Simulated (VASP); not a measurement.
Input of a VASP 6.6.1 run:

Contents of POSCAR:

```
Ge
1.0
    3.9639912520      0.0000000000      0.0000000000
   -1.9819956260      3.4329170951      0.0000000000
    0.0000000000      0.0000000000      6.5439184200
Ge
4
Direct
    0.6666666667      0.3333333333      0.0629010000
    0.3333333333      0.6666666667      0.5629010000
    0.6666666667      0.3333333333      0.4370990000
    0.3333333333      0.6666666667      0.9370990000
```

File INCAR.step1:

```
SYSTEM = Ge
ALGO = Normal
EDIFF = 1E-4
ENCUT = 520
GGA = PE
ISMEAR = 1
LASPH = .TRUE.
LCHARG = .FALSE.
LREAL = .FALSE.
LWAVE = .TRUE.
NBANDS = 36
NELM = 80
PREC = Accurate
SIGMA = 0.15
```

INCAR.step2

```
SYSTEM = Ge
ALGO = Normal
EDIFF = 1E-7
ENCUT = 520
ISIF = 2
ISMEAR = 1
ISTART = 1
LASPH = .TRUE.
LCHARG = .FALSE.
LMIXTAU = .TRUE.
LREAL = .FALSE.
LWAVE = .FALSE.
METAGGA = R2SCAN
NBANDS = 36
NELM = 80
PREC = Accurate
SIGMA = 0.15
```

The input KPOINTS:

```
k-points
0
G
  7 7 4
  0 0 0
```

Potentials or basis: VASP PAW PBE potentials, release 64 (Ge_d).

Command:

```sh
$ cat potpaw_PBE.64/Ge_d/POTCAR > POTCAR
$ cp INCAR.step1 INCAR
$ mpirun -np 1 vasp_std > vasp.out
$ cp INCAR.step2 INCAR
$ mpirun -np 1 vasp_std > vasp.out
```

Predict the band gap on the k mesh.

0.13 eV, direct.

What does it give for the pressure?

1.9 GPa.

Estimate the largest force.

0.016 eV/Å.

Forces in eV/Å, atoms in the order of the input:
```
Ge   0.000  0.000  0.016
Ge   0.000  0.000  0.016
Ge   0.000  0.000 -0.016
Ge   0.000  0.000 -0.016
```

Caveat: the PAW data sets were made with another functional, which shifts forces and pressure a little. A k mesh can miss the band edges.
